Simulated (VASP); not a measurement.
Here is a VASP 6.6.1 calculation.

The input INCAR:

```
SYSTEM = Bi2Se3
  PREC = Accurate
  ENCUT = 520
  EDIFF = 1E-7
  ISMEAR = 0
  SIGMA = 0.02
  LREAL = .FALSE.
  LASPH = .TRUE.
  NELM = 100
  ALGO = Normal
  ISIF = 2
  LWAVE = .FALSE.
  LCHARG = .FALSE.
  GGA = PS
  NBANDS = 32
```

Contents of KPOINTS:

```
Automatic mesh
0
G
  12 12 12
  0 0 0
```

The input POSCAR:

```
Bi2Se3
1.0
    2.0651326497      1.1923048928      9.5362756479
   -2.0651326497      1.1923048928      9.5362756479
    0.0000000000     -2.3846097808      9.5362756485
Bi Se
2 3
Direct
    0.4002545609      0.4002545609      0.4002545609
    0.5997454391      0.5997454391      0.5997454391
    1.0000000000      0.0000000000      0.0000000000
    0.2116245812      0.2116245812      0.2116245812
    0.7883754188      0.7883754188      0.7883754188
```

Potentials or basis: VASP PAW PBE potentials, release 64 (Bi_d, Se).

Command:

```sh
$ cat potpaw_PBE.64/Bi_d/POTCAR potpaw_PBE.64/Se/POTCAR > POTCAR
$ mpirun -np 1 vasp_std > vasp.out
```

Q: Estimate the largest force.

A: 0.016 eV/Å.

Q: Estimate the band gap on the k mesh.

A: 0.12 eV.

Forces on the atoms (eV/Å):
```
Bi   0.000  0.000 -0.012
Bi   0.000  0.000  0.012
Se   0.000  0.000  0.000
Se   0.000  0.000 -0.016
Se   0.000  0.000  0.016
```

Caveat: the PAW data sets were made with another functional, which shifts forces and pressure a little; spin-orbit coupling is left out, which moves the levels of the heavy elements. A k mesh can miss the band edges.
